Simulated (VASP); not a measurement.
Write the native input for VASP 6.6.1 that does the following.

- Task: single point
- Functional: PBE
- Potentials or basis: VASP PAW PBE potentials, release 64 (Ru_pv)
- Cutoff: 520 eV
- k mesh: 24 × 24 × 12
- Occupations: gaussian, width 0.15 eV
- Spin: no spin polarisation
- Dipole correction: no
- Further INCAR settings: ALGO = Fast; EDIFF = 1e-06; NBANDS = 21

The structure of Ru lies in POSCAR:

```
Ru
1.0
    2.7057993342      0.0000000000      0.0000000000
   -1.3528996671      2.3432909610      0.0000000000
    0.0000000000      0.0000000000      4.2819000000
Ru
2
Direct
    0.2981880111      0.7626854726      0.2500000000
    0.6666666667      0.3333333333      0.7500000000
```

This cell differs from its parent crystal: atom 1 (Ru) moved by (-0.225, +0.225) A along x and y.

The input as run:

INCAR

```
SYSTEM = Ru
PREC = Accurate
ENCUT = 520
EDIFF = 1E-6
ISMEAR = 0
SIGMA = 0.15
LREAL = .False.
LASPH = .True.
NELM = 80
ALGO = Fast
ISIF = 2
LWAVE = .False.
LCHARG = .False.
GGA = PE
NBANDS = 21
```

KPOINTS

```
Automatic mesh
0
Gamma
  24 24 12
  0 0 0
```

Potentials or basis: VASP PAW PBE potentials, release 64 (Ru_pv).

Command:

```bash
$ cat potpaw_PBE.64/Ru_pv/POTCAR > POTCAR
$ mpirun -np 1 vasp_std > vasp.out
```

Results of the run:

- Pressure: 8.9 GPa
- Largest force: 2.221 eV/Å
- Band gap on the k mesh: zero (bands 14 and 15 overlap by 2.99 eV)

Caveat: the cell differs from its parent crystal (atom 1 (Ru) moved by (-0.225, +0.225) A along x and y); the cell stands under pressure; forces of over 1 eV/Å act on the atoms, so gaps and moduli don't describe the material at rest.

Wall time 21 min on 1 thread of Intel Xeon 8259CL, on a shared host, peak memory 0.91 GiB.
